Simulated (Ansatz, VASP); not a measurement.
H4CO in VASP and in Ansatz

```
H C O
1.0
     4.46087    0.00000    0.00000
     0.00000    5.03536    0.00000
     0.00000    0.00000    9.00597
H C O
16 4 4
Direct
  0.57612 0.24071 0.48105
  0.92388 0.75929 0.98105
  0.42388 0.74071 0.01895
  0.07612 0.25929 0.51895
  0.94503 0.92920 0.28371
  0.55497 0.07080 0.78371
  0.05497 0.42920 0.21629
  0.44503 0.57080 0.71629
  0.74769 0.79407 0.43890
  0.75231 0.20593 0.93890
  0.25231 0.29407 0.06110
  0.24769 0.70593 0.56110
  0.54630 0.93599 0.28631
  0.95370 0.06401 0.78631
  0.45370 0.43599 0.21369
  0.04630 0.56401 0.71369
  0.74852 0.95399 0.35556
  0.75148 0.04601 0.85556
  0.25148 0.45399 0.14444
  0.24852 0.54601 0.64444
  0.76591 0.21092 0.42326
  0.73409 0.78908 0.92326
  0.23409 0.71092 0.07674
  0.26591 0.28908 0.57674
```

Alike in both runs: functional PBE; dispersion D3(BJ); k mesh 6 × 6 × 4; occupations gaussian, width 0.02 eV; no spin polarisation.

Ansatz relaxed the structure, and its values are those at the end. VASP's run is a single point on that final structure, the one shown.

|  | VASP | Ansatz |
| --- | --- | --- |
| version | VASP 6.6.1 | Ansatz 0.2.0 |
| potentials or method | VASP PAW PBE potentials, release 64 (H, C, O), cutoff 520 eV | scalar-relativistic, plane waves, PAW |
| valence electrons in the cell | 56 | 56 |

Ansatz gave:

| Item | Value |
| --- | --- |
| gap on the k mesh at the Fermi level (eV) | 5.52 |
| least direct gap on the mesh (eV) | 5.59 |
| pressure (GPa) | 0.0 |
| rms of the force components (eV/Å) | 0.002 |

Problem. Which values does VASP return?

Solution. gap on the k mesh at the Fermi level (eV): 5.51; least direct gap on the mesh (eV): 5.59; pressure (GPa): 0.1; rms of the force components (eV/Å): 0.046.
